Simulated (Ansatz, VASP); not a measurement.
One calculation of NbIn2Se3, two programs

File INCAR:

```
SYSTEM = NbIn2Se3
  ALGO = Normal
  EDIFF = 1E-6
  EDIFFG = -0.08
  ENCUT = 600
  GGA = PE
  IBRION = 2
  ISIF = 3
  ISMEAR = 0
  LASPH = .TRUE.
  LCHARG = .FALSE.
  LREAL = .FALSE.
  LWAVE = .FALSE.
  NELM = 80
  NSW = 36
  PREC = Accurate
  SIGMA = 0.15
```

KPOINTS

```
k-points
0
G
  3 3 3
  0 0 0
```

File POSCAR:

```
NbIn2Se3
1.0
    3.0836314800      1.7803354600      4.5237766100
   -3.0836314800      1.7803354600      4.5237766100
    0.0000000000     -3.5606709300      4.5237766100
Nb In Se
1 2 3
Direct
    0.0000000000      0.0000000000      0.0000000000
    0.6267769900      0.6267769900      0.6267769900
    0.3732230100      0.3732230100      0.3732230100
    0.0000000000      0.5000000000      0.0000000000
    0.5000000000      0.0000000000      0.0000000000
    0.0000000000      0.0000000000      0.5000000000
```

Input for Ansatz:

```yaml
crystal:
  lattice:
    - [3.08363148, 1.78033546, 4.52377661]
    - [-3.08363148, 1.78033546, 4.52377661]
    - [0.0, -3.56067093, 4.52377661]
  atoms:
    - { symbol: Nb, position: [0.0, 0.0, 0.0] }
    - { symbol: In, position: [0.62677699, 0.62677699, 0.62677699] }
    - { symbol: In, position: [0.37322301, 0.37322301, 0.37322301] }
    - { symbol: Se, position: [0.0, 0.5, 0.0] }
    - { symbol: Se, position: [0.5, 0.0, 0.0] }
    - { symbol: Se, position: [0.0, 0.0, 0.5] }
basis:
  ecutwfc: 420
kpoints:
  mp_grid: { grid: [3, 3, 3] }
hamiltonian:
  xc: pbe
scf:
  occupations: { method: gaussian, width: 0.15 }
  lower_state_search: "off"
output:
  forces: true
  stress: true
  eigenvalues: true
relax:
  adjacent_minimum: "off"
  f_tol: 0.08
  max_steps: 16
  cell: { stress_tol: 0.8 }
```

Change from the starting cell: species swapped into the Y2Co3Si type (R-3m, No. 166).

Alike in both runs: task relaxation of cell and atoms; functional PBE; k mesh 3 × 3 × 3; occupations gaussian, width 0.15 eV; no spin polarisation.

|  | VASP | Ansatz |
| --- | --- | --- |
| version | VASP 6.6.1 | Ansatz 0.2.0 |
| potentials or method | VASP PAW PBE potentials, release 64 (Nb_sv, In_d, Se), cutoff 600 eV | scalar-relativistic, plane waves, PAW |
| valence electrons in the cell | 57 | 87 |

```tsv
	VASP	Ansatz	Ansatz less VASP
gap on the k mesh at the Fermi level, each at its own relaxed structure (eV)	none	none	-
relaxed volume (Å³/atom)	25.58	25.76	+0.179
relaxed cell length with the largest relative difference (Å)	5.375	5.385	+0.0097
```

A gap of «none» marks a metal or a gap that the smearing closes. VASP's potentials hold 57 valence electrons a cell and Ansatz's 87, so a difference there can come from the potentials and not from the codes.

The k mesh is coarse, so the values compare programs but aren't converged.
